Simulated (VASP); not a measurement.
## Te2Mo: single point with LDA

Slab: Te2Mo, a slab with vacuum.

```
Te Mo
1.0
     3.70264    0.00000    0.00000
    -1.85132    3.20658    0.00000
     0.00000    0.00000   16.82310
Te Mo
2 1
Direct
  0.33333 0.66667 0.89786
  0.33333 0.66667 0.10214
  0.00000 0.00000 0.00000
```

This cell differs from its parent crystal: strain +0.040 along x and y, -0.040 along z.

```yaml
Program: VASP 6.6.1
Task: single point
Functional: LDA
Potentials_or_basis: VASP PAW LDA potentials, release 64 (Te, Mo_sv)
Cutoff: 520 eV
k_mesh: 12 × 12 × 2
Occupations: gaussian, width 0.05 eV
Spin: no spin polarisation
```

| Property | Result |
| --- | --- |
| Largest force | 0.042 eV/Å |
| Band gap on the k mesh | 0.63 eV, indirect (least direct gap 0.75 eV) |

Forces in eV/Å, atoms in the order of the input:
```
Te   0.000  0.000  0.042
Te   0.000  0.000 -0.042
Mo   0.000  0.000  0.000
```

Levels at points of the mesh, in eV from the valence-band top:
| k point | band 9 | band 10 | band 11 | band 12 | band 13 | band 14 | band 15 | band 16 | band 17 | band 18 |
| --- | --- | --- | --- | --- | --- | --- | --- | --- | --- | --- |
| (0.00, 0.00, 0.00) | -2.01 | -1.14 | -1.14 | -1.07 | 0.00 | 2.71 | 2.71 | 3.05 | 3.05 | 4.43 |
| (0.50, 0.00, 0.00) | -3.22 | -2.39 | -1.16 | -0.73 | -0.59 | 1.07 | 1.38 | 3.23 | 3.61 | 3.98 |
| (0.00, 0.00, 0.50) | -2.01 | -1.14 | -1.14 | -1.07 | 0.00 | 2.71 | 2.71 | 3.05 | 3.05 | 4.52 |
| (0.50, 0.00, 0.50) | -3.22 | -2.39 | -1.16 | -0.73 | -0.59 | 1.07 | 1.38 | 3.23 | 3.61 | 3.98 |

It took 96 s on 1 thread of Intel(R) Xeon(R) 6975P-C (Granite Rapids), with other jobs on the host, peak memory 0.33 GiB.

Caveat: the cell differs from its parent crystal (strain +0.040 along x and y, -0.040 along z); spin-orbit coupling is left out, which moves the levels of the heavy elements.
